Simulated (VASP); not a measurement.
# Y (Pm-3m) in VASP: a series of runs

The runs below take Y through density of states, with PBE.

Everything below comes from runs of VASP 6.6.1. Logs are shortened: lines on timing, memory, paths and dates and some standing lists are left out, and cuts for length are marked.

## (1) The cell of the first run

Symmetry: Pm-3m, No. 221, cubic system. The conventional cell has a = 3.177 Å, b = 3.177 Å, c = 3.177 Å, α = 90.00°, β = 90.00°, γ = 90.00°. Within 4.2 Å of Y (site symmetry m-3m) lie 6 Y at 3.18 Å.

## (2) Density of states, PBE (volume scaled by 0.92)

POSCAR reads:

```
Y
1.0
    3.1771904914      0.0000000000      0.0000000000
    0.0000000000      3.1771904914      0.0000000000
    0.0000000000      0.0000000000      3.1771904914
Y
1
Direct
    0.0000000000      0.0000000000      0.0000000000
```

INCAR.step1 reads:

```
SYSTEM = Y
PREC = Accurate
ENCUT = 520
EDIFF = 1E-6
ISMEAR = -1
SIGMA = 0.08
LREAL = .FALSE.
LASPH = .TRUE.
NELM = 100
ALGO = Normal
ISIF = 2
LWAVE = .FALSE.
LCHARG = .TRUE.
LMAXMIX = 4
GGA = PE
NBANDS = 12
```

KPOINTS.step1 reads:

```
regular mesh
0
G
  12 12 12
  0 0 0
```

INCAR.step2 reads:

```
SYSTEM = Y
PREC = Accurate
ENCUT = 520
EDIFF = 1E-6
ISMEAR = -5
SIGMA = 0.08
LREAL = .FALSE.
LASPH = .TRUE.
NELM = 100
ALGO = Normal
ISIF = 2
LWAVE = .FALSE.
LCHARG = .FALSE.
LMAXMIX = 4
GGA = PE
LORBIT = 11
NBANDS = 12
NEDOS = 1001
ICHARG = 11
```

KPOINTS.step2 reads:

```
regular mesh
0
G
  18 18 18
  0 0 0
```

Potentials or basis: VASP PAW PBE potentials, release 64 (Y_sv).

Started as:

```bash
$ cat potpaw_PBE.64/Y_sv/POTCAR > POTCAR
$ cp INCAR.step1 INCAR
$ cp KPOINTS.step1 KPOINTS
$ mpirun -np 1 vasp_std > vasp.out
$ cp INCAR.step2 INCAR
$ cp KPOINTS.step2 KPOINTS
$ mpirun -np 1 vasp_std > vasp.out
```

OUTCAR:

```text
SYSTEM = Y
   PREC = Accurate
   ENCUT = 520
   EDIFF = 1E-6
   ISMEAR = -5
   LREAL = .FALSE.
   LASPH = .TRUE.
   NELM = 100
   ISIF = 2
   GGA = PE
   LORBIT = 11
   ICHARG = 11

 ion  position               nearest neighbor table
   1  0.000  0.000  0.000-

  LATTYP: Found a simple cubic cell.
 ALAT       =     3.1771904914

  Lattice vectors:

 A1 = (   3.1771904914,   0.0000000000,   0.0000000000)
 A2 = (   0.0000000000,   3.1771904914,   0.0000000000)
 A3 = (   0.0000000000,   0.0000000000,   3.1771904914)

Analysis of symmetry for initial positions (statically):
=====================================================================
 Subroutine PRICEL returns:
 Original cell was already a primitive cell.

 Routine SETGRP: Setting up the symmetry group for a
 simple cubic supercell.

 Subroutine GETGRP returns: Found 48 space group operations
 (whereof 48 operations were pure point group operations)
 out of a pool of 48 trial point group operations.

The static configuration has the point symmetry O_h .

Analysis of symmetry for dynamics (positions and initial velocities):
=====================================================================
 Subroutine PRICEL returns:
 Original cell was already a primitive cell.

 Routine SETGRP: Setting up the symmetry group for a
 simple cubic supercell.

 Subroutine GETGRP returns: Found 48 space group operations
 (whereof 48 operations were pure point group operations)
 out of a pool of 48 trial point group operations.

The dynamic configuration has the point symmetry O_h .

 Subroutine INISYM returns: Found 48 space group operations
 (whereof 48 operations are pure point group operations),
 and found     1 'primitive' translations

----------------------------------------------------------------------------------------

                                     Primitive cell

  volume of cell :      32.0723

  direct lattice vectors                    reciprocal lattice vectors
     3.177190491  0.000000000  0.000000000     0.314743483  0.000000000  0.000000000
     0.000000000  3.177190491  0.000000000     0.000000000  0.314743483  0.000000000
     0.000000000  0.000000000  3.177190491     0.000000000  0.000000000  0.314743483

  length of vectors
     3.177190491  3.177190491  3.177190491     0.314743483  0.314743483  0.314743483

  position of ions in fractional coordinates (direct lattice)
     0.000000000  0.000000000  0.000000000

  ion indices of the primitive-cell ions
   primitive index   ion index
[... 81 lines left out ...]
   ISIF   =      2    stress and relaxation
   ISYM   =      2    0-nonsym 1-usesym 2-fastsym
   POTIM  = 0.5000    time-step for ionic-motion
   TEBEG  =    0.0;   TEEND  =   0.0 temperature during run
   PSTRESS=    0.0 pullay stress
   NELECT =      11.0000    total number of electrons
   NUPDOWN=      -1.0000    fix difference up-down
   EMIN   =  10.00;   EMAX   =-10.00  energy-range for DOS
   EFERMI =   0.00;   METHOD = LEGACY
   ISMEAR =    -5;   SIGMA  =   0.08  broadening in eV -4-tet -1-fermi 0-gaus
   EFERMI_NEDOS =   21; number of points for ismear=-14 and -15
   IALGO  =     38    algorithm
   IMIX   =      4    mixing-type and parameters
     AMIX     =   0.40;   BMIX     =  1.00
     AMIX_MAG =   1.60;   BMIX_MAG =  1.00
  volume/ion in A,a.u.               =      32.07       216.43
  Fermi-wavevector in a.u.,A,eV,Ry     =   1.145942  2.165516 17.866927  1.313182
  Thomas-Fermi vector in A             =   2.282628
   LORBIT       =     11    0 simple, 1 ext, 2 COOP (PROOUT), +10 PAW based schemes
   GGA     = PE    functional components
   LHFCALC =     F    Hartree Fock is set to
   AEXX    =    0.0000 exact exchange contribution
   IVDW    =     0    specifies the selected vdW correction
   LEPSILON=     F    determine dielectric tensor
   LRPA    =     F    only Hartree local field effects (RPA)
 non-spin polarized calculation
 Fermi weights with tetrahedron method with Bloechl corrections
  energy-cutoff  :      520.00
  volume of cell :       32.07
 maximum number of plane-waves:       912
 NGX is ok and might be reduce to    24

 number of electron      11.0000002 magnetization

 Free energy of the ion-electron system (eV)
  ---------------------------------------------------
  ext. energy  EPLUGINS =         0.00000000
  ---------------------------------------------------
  free energy    TOTEN  =        -5.61642716 eV

  energy without entropy =       -5.61642716  energy(sigma->0) =       -5.61642716

 E-fermi :   3.1406     XC(G=0):  -9.4640

 val. band max:        3.1373068153   @ k =   0.2778   0.2778   0.0556
 cond. band min:       3.1068911210   @ k =   0.4444   0.3333   0.3333
 fundamental gap:     -0.0304156942
 Fermi energy:         3.1406009748

 k-point     1 :       0.0000    0.0000    0.0000
  band No.  band energies     occupation
      1     -39.7421      2.00000
      2     -19.3071      2.00000
      3     -19.3071      2.00000
      4     -19.3071      2.00000
      5      -1.4620      2.00000
      6       2.4115      2.00000
      7       2.4115      2.00000
      8       8.7635      0.00000
      9       8.7635      0.00000
     10       8.7635      0.00000
     11      13.8291      0.00000
     12      13.8291      0.00000
[... 331 lines left out ...]
 k-point    24 :       0.3333    0.1111    0.0000
  band No.  band energies     occupation
      1     -39.6631      2.00000
      2     -19.9727      2.00000
      3     -19.3525      2.00000
      4     -19.2373      2.00000
      5       0.6156      2.00000
      6       3.1329      1.11997
      7       3.6184      0.00000
      8       6.2307      0.00000
      9       6.5894      0.00000
     10       8.5729      0.00000
     11      10.9164      0.00000
     12      14.6974      0.00000

 [... further k-points ...]
[... 5 lines left out ...]
  --------------------------------------------------------------------------------------
  -------------------------------------------------------------------------------------
  Total        0.4370433      0.4370433      0.4370433      0.0000000      0.0000000     -0.0000000
  in kB       21.8325912     21.8325912     21.8325912      0.0000000      0.0000000     -0.0000000
  external PRESSURE =      21.8325912 kB  Pullay stress =       0.0000000 kB

 VOLUME and BASIS-vectors are now :
 -----------------------------------------------------------------------------
  energy-cutoff  :      520.00
  volume of cell :       32.07
      direct lattice vectors                 reciprocal lattice vectors
     3.177190491  0.000000000  0.000000000     0.314743483  0.000000000  0.000000000
     0.000000000  3.177190491  0.000000000     0.000000000  0.314743483  0.000000000
     0.000000000  0.000000000  3.177190491     0.000000000  0.000000000  0.314743483

 POSITION                                       TOTAL-FORCE (eV/Angst)
 -----------------------------------------------------------------------------------
      0.00000      0.00000      0.00000         0.000000      0.000000      0.000000
 -----------------------------------------------------------------------------------
    total drift:                                0.000000      0.000000      0.000000

  FREE ENERGIE OF THE ION-ELECTRON SYSTEM (eV)
  ---------------------------------------------------
  free  energy   TOTEN  =        -5.6164271624 eV

  energy  without entropy=       -5.6164271624  energy(sigma->0) =       -5.61642716

 total charge

# of ion       s       p       d       f       tot
--------------------------------------------------
    1        2.291   6.165   1.107   0.008   9.571
```

OUTCAR.step1:

```text
SYSTEM = Y
   PREC = Accurate
   ENCUT = 520
   EDIFF = 1E-6
   ISMEAR = -1
   LREAL = .FALSE.
[... 576 lines left out ...]

 POSITION                                       TOTAL-FORCE (eV/Angst)
 -----------------------------------------------------------------------------------
      0.00000      0.00000      0.00000         0.000000      0.000000      0.000000
 -----------------------------------------------------------------------------------
    total drift:                                0.000000     -0.000000     -0.000000

  FREE ENERGIE OF THE ION-ELECTRON SYSTEM (eV)
  ---------------------------------------------------
  free  energy   TOTEN  =        -5.6423920845 eV

  energy  without entropy=       -5.5906962548  energy(sigma->0) =       -5.61654417
```

OSZICAR.step1:

```text
N       E                     dE             d eps       ncg     rms          rms(c)
DAV:   1     0.256426121935E+02    0.25643E+02   -0.55893E+03  2032   0.836E+02
DAV:   2    -0.444937867509E+01   -0.30092E+02   -0.29231E+02  2440   0.167E+02
DAV:   3    -0.580621582945E+01   -0.13568E+01   -0.13222E+01  2856   0.225E+01
DAV:   4    -0.583888707613E+01   -0.32671E-01   -0.32616E-01  2332   0.327E+00
DAV:   5    -0.583952618724E+01   -0.63911E-03   -0.63907E-03  2660   0.345E-01    0.197E+01
DAV:   6    -0.566517259986E+01    0.17435E+00   -0.20716E-01  2216   0.288E+00    0.117E+01
DAV:   7    -0.564454149908E+01    0.20631E-01   -0.24033E-01  2480   0.305E+00    0.108E+00
DAV:   8    -0.564271916808E+01    0.18223E-02   -0.38956E-02  2268   0.141E+00    0.268E-01
DAV:   9    -0.564245912958E+01    0.26004E-03   -0.85267E-04  2300   0.251E-01    0.125E-01
DAV:  10    -0.564239724221E+01    0.61887E-04   -0.24221E-04  2440   0.130E-01    0.243E-02
DAV:  11    -0.564239282950E+01    0.44127E-05   -0.34163E-05  2328   0.409E-02    0.180E-02
DAV:  12    -0.564239176972E+01    0.10598E-05   -0.36125E-06  2260   0.154E-02    0.285E-03
DAV:  13    -0.564239208453E+01   -0.31480E-06   -0.21753E-07  1344   0.402E-03
   1 F= -.56423921E+01 E0= -.56165442E+01  d E =-.516958E-01
```

Run time: 41 s. Hardware: 1 thread of AMD EPYC 9R45 (Zen 5), shared host; peak memory 0.18 GiB.

Results:

```yaml
Valence_electrons_inside_the_program's_atomic_spheres: Y 9.57
```

Levels at points of the mesh, in eV from the Fermi level:
| k point | band 1 | band 2 | band 3 | band 4 | band 5 | band 6 | band 7 | band 8 | band 9 | band 10 |
| --- | --- | --- | --- | --- | --- | --- | --- | --- | --- | --- |
| (0.00, 0.00, 0.00) | -42.88 | -22.45 | -22.45 | -22.45 | -4.60 | -0.73 | -0.73 | 5.62 | 5.62 | 5.62 |
| (0.50, 0.00, 0.00) | -42.79 | -23.34 | -22.37 | -22.37 | -1.75 | 0.04 | 0.10 | 2.89 | 2.89 | 5.91 |
| (0.50, 0.50, 0.00) | -42.70 | -23.21 | -23.21 | -22.29 | -2.09 | 0.20 | 3.50 | 3.50 | 3.91 | 3.91 |
| (0.50, 0.50, 0.50) | -42.62 | -23.09 | -23.09 | -23.09 | -0.73 | -0.73 | -0.73 | 5.60 | 7.49 | 7.49 |

Caveat: the cell differs from its parent crystal (volume scaled by 0.92); tetrahedron occupations give inexact forces and stress in metals.

## (3) Density of states, PBE

This run uses another cell than the first one, of 34.86 Å³/atom, 1.087 times its volume.

POSCAR reads:

```
Y
1.0
    3.2667355472      0.0000000000      0.0000000000
    0.0000000000      3.2667355472      0.0000000000
    0.0000000000      0.0000000000      3.2667355472
Y
1
Direct
    0.0000000000      0.0000000000      0.0000000000
```

INCAR.step1 reads:

```
PREC     = Accurate       # precision mode
ENCUT    = 520            # plane-wave cutoff, eV
EDIFF    = 1E-6           # SCF threshold, eV
ISMEAR   = -1             # smearing method
SIGMA    = 0.08           # smearing width, eV
LREAL    = False          # projectors in reciprocal space
LASPH    = True           # aspherical terms in the spheres
NELM     = 60             # most SCF steps
ALGO     = Normal         # electronic algorithm
ISIF     = 2              # what is computed and relaxed
LWAVE    = False          # write WAVECAR
LCHARG   = True           # write CHGCAR
LMAXMIX  = 4              # l up to which the mixer works
GGA      = PE             # functional
NBANDS   = 12             # bands
```

KPOINTS.step1 reads:

```
regular mesh
0
Gamma
  12 12 12
```

INCAR.step2 reads:

```
PREC     = Accurate       # precision mode
ENCUT    = 520            # plane-wave cutoff, eV
EDIFF    = 1E-6           # SCF threshold, eV
ISMEAR   = -5             # smearing method
SIGMA    = 0.08           # smearing width, eV
LREAL    = False          # projectors in reciprocal space
LASPH    = True           # aspherical terms in the spheres
NELM     = 60             # most SCF steps
ALGO     = Normal         # electronic algorithm
ISIF     = 2              # what is computed and relaxed
LWAVE    = False          # write WAVECAR
LCHARG   = False          # write CHGCAR
LMAXMIX  = 4              # l up to which the mixer works
GGA      = PE             # functional
LORBIT   = 10             # projections on sites
NEDOS    = 1001           # points of the DOS
ICHARG   = 11             # starting density
```

KPOINTS.step2 reads:

```
regular mesh
0
Gamma
  18 18 18
```

Potentials or basis: VASP PAW PBE potentials, release 64 (Y_sv).

Started as:

```bash
$ cat potpaw_PBE.64/Y_sv/POTCAR > POTCAR
$ cp INCAR.step1 INCAR
$ cp KPOINTS.step1 KPOINTS
$ mpirun -np 1 vasp_std > vasp.out
$ cp INCAR.step2 INCAR
$ cp KPOINTS.step2 KPOINTS
$ mpirun -np 1 vasp_std > vasp.out
```

It took 43 s on 1 thread of AMD EPYC 9R45 (Zen 5), shared host; peak memory 0.17 GiB.

Results (log left out):

| Property | Result |
| --- | --- |
| Valence electrons inside the program's atomic spheres | Y 9.46 |

Levels at points of the mesh, in eV from the Fermi level:
| k point | band 1 | band 2 | band 3 | band 4 | band 5 | band 6 | band 7 | band 8 | band 9 |
| --- | --- | --- | --- | --- | --- | --- | --- | --- | --- |
| (0.00, 0.00, 0.00) | -43.03 | -22.67 | -22.67 | -22.67 | -4.49 | -0.62 | -0.62 | 5.16 | 5.16 |
| (0.50, 0.00, 0.00) | -42.96 | -23.37 | -22.61 | -22.61 | -1.78 | -0.03 | 0.08 | 2.72 | 2.72 |
| (0.50, 0.50, 0.00) | -42.89 | -23.27 | -23.27 | -22.55 | -1.82 | 0.12 | 3.26 | 3.27 | 3.50 |
| (0.50, 0.50, 0.50) | -42.83 | -23.18 | -23.18 | -23.18 | -0.57 | -0.57 | -0.57 | 5.56 | 6.83 |

Caveat: tetrahedron occupations give inexact forces and stress in metals.

## (4) Density of states, PBE (volume scaled by 0.45)

POSCAR reads:

```
Y
1.0
    2.5033302629      0.0000000000      0.0000000000
    0.0000000000      2.5033302629      0.0000000000
    0.0000000000      0.0000000000      2.5033302629
Y
1
Direct
    0.0000000000      0.0000000000      0.0000000000
```

INCAR.step1 reads:

```
  PREC = Accurate
  ENCUT = 520
  EDIFF = 1E-7
  ISMEAR = -1
  SIGMA = 0.08
  LREAL = False
  LASPH = True
  NELM = 100
  ALGO = Normal
  ISIF = 2
  LWAVE = False
  LCHARG = True
  LMAXMIX = 4
  GGA = PE
  NBANDS = 12
```

KPOINTS.step1 reads:

```
Automatic mesh
0
Gamma
  12 12 12
```

INCAR.step2 reads:

```
  PREC = Accurate
  ENCUT = 520
  EDIFF = 1E-7
  ISMEAR = -5
  SIGMA = 0.08
  LREAL = False
  LASPH = True
  NELM = 100
  ALGO = Normal
  ISIF = 2
  LWAVE = False
  LCHARG = False
  LMAXMIX = 4
  GGA = PE
  LORBIT = 11
  NEDOS = 2001
  ICHARG = 11
```

KPOINTS.step2 reads:

```
Automatic mesh
0
Gamma
  18 18 18
```

Started as:

```bash
$ cat potpaw_PBE.64/Y_sv/POTCAR > POTCAR
$ cp INCAR.step1 INCAR
$ cp KPOINTS.step1 KPOINTS
$ mpirun -np 1 vasp_std > vasp.out
$ cp INCAR.step2 INCAR
$ cp KPOINTS.step2 KPOINTS
$ mpirun -np 1 vasp_std > vasp.out
```

It took 22 s on 1 thread of Intel Xeon Platinum 8559C (Emerald Rapids), shared host; peak memory 0.16 GiB.

Levels at points of the mesh, in eV from the Fermi level:
```csv
k point,band 3,band 4,band 5,band 6,band 7,band 8
"(0.00, 0.00, 0.00)",-20.37,-20.37,-4.13,-2.53,-2.53,11.11
"(0.50, 0.00, 0.00)",-19.79,-19.79,-0.87,-0.26,2.99,4.43
"(0.50, 0.50, 0.00)",-24.53,-19.25,-5.71,1.43,5.95,5.95
"(0.50, 0.50, 0.50)",-23.69,-23.69,-3.03,-3.03,-3.03,5.50
```

Caveat: the cell differs from its parent crystal (volume scaled by 0.45); tetrahedron occupations give inexact forces and stress in metals.
